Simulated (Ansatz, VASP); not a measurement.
**Te in VASP and in Ansatz**

Contents of INCAR:

```
  PREC = Accurate
  ENCUT = 520
  EDIFF = 1E-6
  ISMEAR = -1
  SIGMA = 0.05
  LREAL = F
  LASPH = T
  NELM = 100
  ALGO = Normal
  ISIF = 2
  LWAVE = F
  LCHARG = T
  GGA = PE
  LELF = T
  LVHAR = T
  NBANDS = 16
```

KPOINTS

```
Automatic mesh
0
Gamma
  7 7 5
```

File POSCAR:

```
Te
1.0
    4.4469300000      0.0000000000      0.0000000000
   -2.2234650000      3.8511543489      0.0000000000
    0.0000000000      0.0000000000      5.9149200000
Te
3
Direct
    0.7315070000      0.7276460000      0.5030870000
   -0.0165460000      0.2460390000      0.8330880000
    0.2690910000      0.0005680000      0.1704580000
```

Contents of input.yaml:

```yaml
crystal:
  lattice:
    - [4.44693, 0.0, 0.0]
    - [-2.223465, 3.8511543489, 0.0]
    - [0.0, 0.0, 5.91492]
  atoms:
    - { symbol: Te, position: [0.731507, 0.727646, 0.503087] }
    - { symbol: Te, position: [-0.016546, 0.246039, 0.833088] }
    - { symbol: Te, position: [0.269091, 0.000568, 0.170458] }
hamiltonian:
  xc: pbe
  pseudopotentials: { kind: paw }
kpoints:
  mp_grid: { grid: [7, 7, 5] }
scf:
  occupations: { method: fermi_dirac, width: 0.05 }
output:
  forces: true
  stress: true
  eigenvalues: true
```

Change from the starting cell: atoms moved at random, drawn with an rms of 0.05 Å.

Alike in both runs: task single point; functional PBE; k mesh 7 × 7 × 5; occupations fermi-dirac, width 0.05 eV; no spin polarisation.

|  | VASP | Ansatz |
| --- | --- | --- |
| version | VASP 6.6.1 | Ansatz 0.2.0 |
| potentials or method | VASP PAW PBE potentials, release 64 (Te) | Ansatz PAW |
| plane-wave cutoff (eV) | 520 | 420 |
| valence electrons in the cell | 18 | 48 |

|  | VASP | Ansatz | Ansatz less VASP |
| --- | --- | --- | --- |
| gap on the k mesh at the Fermi level (eV) | 0.61 | 0.62 | +0.004 |
| least direct gap on the mesh (eV) | 0.69 | 0.70 | +0.015 |
| pressure (GPa) | 2.3 | 2.3 | -0.02 |
| traceless stress, the component that is largest in VASP (GPa) | 0.70 | 0.69 | -0.010 |
| rms of the force components (eV/Å) | 0.231 | 0.223 | -0.0079 |

Atom by atom the forces differ by 0.009 eV/Å (rms over components). The functional is the same, so the differences come from potentials, cutoffs and numerics. VASP's potentials hold 18 valence electrons a cell and Ansatz's 48, so a difference there can come from the potentials and not from the codes.

Spin-orbit coupling is off throughout. Noted on Ansatz's run: odd divisions of the mesh miss points on the zone boundary, where band edges often lie, so the gap on the mesh can be too wide.
